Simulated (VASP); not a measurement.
Input of a VASP 6.6.1 run:

The input INCAR:

```
PREC = Accurate
ENCUT = 600
EDIFF = 1E-6
ISMEAR = -1
SIGMA = 0.02
LREAL = F
LASPH = T
NELM = 80
ALGO = Normal
ISIF = 3
LWAVE = F
LCHARG = F
IBRION = 2
NSW = 80
EDIFFG = -0.005
```

KPOINTS

```
Automatic mesh
0
Gamma
  6 6 6
```

Contents of POSCAR:

```
CaO
1.0
    4.0039163146      0.0000000000      0.0000000000
   -2.0019581573      3.4674932431      0.0000000000
    0.0000000000      0.0000000000      4.8085937088
Ca O
2 2
Direct
    0.3333333333      0.6666666667      0.2500000000
    0.6666666667      0.3333333333      0.7500000000
    0.6666666667      0.3333333333      0.2500000000
    0.3333333333      0.6666666667      0.7500000000
```

Potentials or basis: VASP PAW LDA potentials, release 64 (Ca_sv, O).

Run with:

```bash
$ cat potpaw_LDA.64/Ca_sv/POTCAR potpaw_LDA.64/O/POTCAR > POTCAR
$ mpirun -np 1 vasp_std > vasp.out
```

**Question.** What does it give for the relaxed cell?

**Answer.** a = 3.917 Å, b = 3.917 Å, c = 4.692 Å, α = 90.00°, β = 90.00°, γ = 120.00°.

**Question.** Estimate the relaxed volume.

**Answer.** 15.58 Å³/atom.

**Question.** What does it give for the space group after relaxing (to 0.1 Å)?

**Answer.** P6_3/mmc (No. 194).

**Question.** Estimate the band gap on the k mesh.

**Answer.** 3.19 eV.

Step by step:
| step | energy change (eV) | largest force (eV/Å) | pressure (GPa) | volume (Å³) |
| --- | --- | --- | --- | --- |
| 1 | 0.0000 | 0.0000 | -6.06 | 66.76 |
| 2 | -0.0761 | 0.0000 | 2.73 | 60.85 |
| 3 | -0.0890 | 0.0000 | 0.02 | 62.37 |
| 4 | -0.0890 | 0.0000 | -0.13 | 62.46 |
| 5 | -0.0890 | 0.0000 | -0.12 | 62.45 |
| 6 | -0.0890 | 0.0000 | -0.13 | 62.44 |
| 7 | -0.0891 | 0.0000 | 0.04 | 62.34 |

A k mesh can miss the band edges.
